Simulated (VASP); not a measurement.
The system is SnO2.

```xyz
12
Lattice="5.1753 0.0000 0.0000 0.0000 5.1753 0.0000 0.0000 0.0000 5.1753" Properties=species:S:1:pos:R:3 pbc="T T T"
Sn    0.0000    0.0000    0.0000
Sn    2.5876    0.0000    2.5876
Sn    2.5876    2.5876    0.0000
Sn    0.0000    2.5876    2.5876
O     3.4214    4.3415    0.8337
O     4.3415    0.8337    3.4214
O     0.8337    3.4214    4.3415
O     1.7539    1.7539    1.7539
O     3.4214    3.4214    3.4214
O     4.3415    1.7539    0.8337
O     0.8337    4.3415    1.7539
O     1.7539    0.8337    4.3415
```

| Property | Result |
| --- | --- |
| Program | VASP 6.6.1 |
| Task | relaxation of cell and atoms |
| Functional | LDA |
| Potentials or basis | VASP PAW LDA potentials, release 64 (Sn_d, O) |
| Cutoff | 600 eV |
| k mesh | 5 × 5 × 5 |
| Occupations | fermi-dirac, width 0.05 eV |
| Spin | no spin polarisation |

At the start: pressure -11.9 GPa; volume 11.55 Å³/atom.

Problem. Where does the relaxation end?

Solution. Over 7 steps the energy falls by 26.2 meV/atom and the volume is 10.88 Å³/atom (-5.8 %); space group Pa-3 (No. 205, to 0.1 Å) before and after.

The path:
```tsv
step	energy change (eV)	largest force (eV/Å)	pressure (GPa)	volume (Å³)
1	0.0000	0.0397	-11.86	138.61
2	0.1436	0.1089	18.34	122.15
3	-0.3134	0.0205	-0.20	130.76
4	-0.3135	0.0219	0.06	130.61
5	-0.3137	0.0189	0.06	130.60
6	-0.3140	0.0100	0.07	130.58
7	-0.3140	0.0081	0.08	130.54
```

Final structure:
```
CELL_PARAMETERS angstrom
5.07285 0.00000 0.00000
0.00000 5.07285 0.00000
0.00000 0.00000 5.07285
ATOMIC_POSITIONS crystal
Sn 0.00000 0.00000 0.00000
Sn 0.50000 0.00000 0.50000
Sn 0.50000 0.50000 0.00000
Sn 0.00000 0.50000 0.50000
O 0.66013 0.83987 0.16013
O 0.83987 0.16013 0.66013
O 0.16013 0.66013 0.83987
O 0.33987 0.33987 0.33987
O 0.66013 0.66013 0.66013
O 0.83987 0.33987 0.16013
O 0.16013 0.83987 0.33987
O 0.33987 0.16013 0.83987
```
